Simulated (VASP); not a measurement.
Set up this calculation in VASP 6.6.1, as the native input.

- Task: single point
- Functional: PBE
- Potentials or basis: VASP PAW PBE potentials, release 64 (Zr_sv, C)
- Cutoff: 600 eV
- k mesh: 8 × 8 × 12
- Occupations: gaussian, width 0.1 eV
- Spin: no spin polarisation
- Dipole correction: no
- Further INCAR settings: ALGO = Normal; EDIFF = 1e-06; NBANDS = 26

The structure of Zr2C3 lies in POSCAR:

```
Zr2C3
1.0
    4.4345926346      0.0000000000      0.0000000000
    0.0000000000      4.4345926346      0.0000000000
    0.0000000000      0.0000000000      3.1434274952
Zr C
2 3
Direct
    0.5000000000      0.0000000000      0.6901739968
    0.0000000000      0.5000000000      0.3098260032
    0.0000000000      0.0000000000      0.0000000000
    0.5000000000      0.5000000000      0.5000000000
    0.0000000000      0.0000000000      0.5000000000
```

One way to write it, as run:

INCAR

```
PREC = Accurate
ENCUT = 600
EDIFF = 1E-6
ISMEAR = 0
SIGMA = 0.1
LREAL = F
LASPH = T
NELM = 120
ALGO = Normal
ISIF = 2
LWAVE = F
LCHARG = F
GGA = PE
NBANDS = 26
GGA_COMPAT = F
```

KPOINTS

```
Automatic mesh
0
Gamma
  8 8 12
```

Potentials or basis: VASP PAW PBE potentials, release 64 (Zr_sv, C).

Command:

```sh
$ cat potpaw_PBE.64/Zr_sv/POTCAR potpaw_PBE.64/C/POTCAR > POTCAR
$ mpirun -np 1 vasp_std > vasp.out
```

It gave:

```json
{"Pressure": "0.1 GPa", "Largest force": "0.008 eV/Å", "Band gap on the k mesh": "zero (band 18 reaches 9.46 eV, above the bottom of band 19 at 8.68 eV)"}
```

It took 95 s on 1 thread of Intel(R) Xeon(R) Platinum 8488C (Sapphire Rapids), on a shared host, peak memory 0.3 GiB.
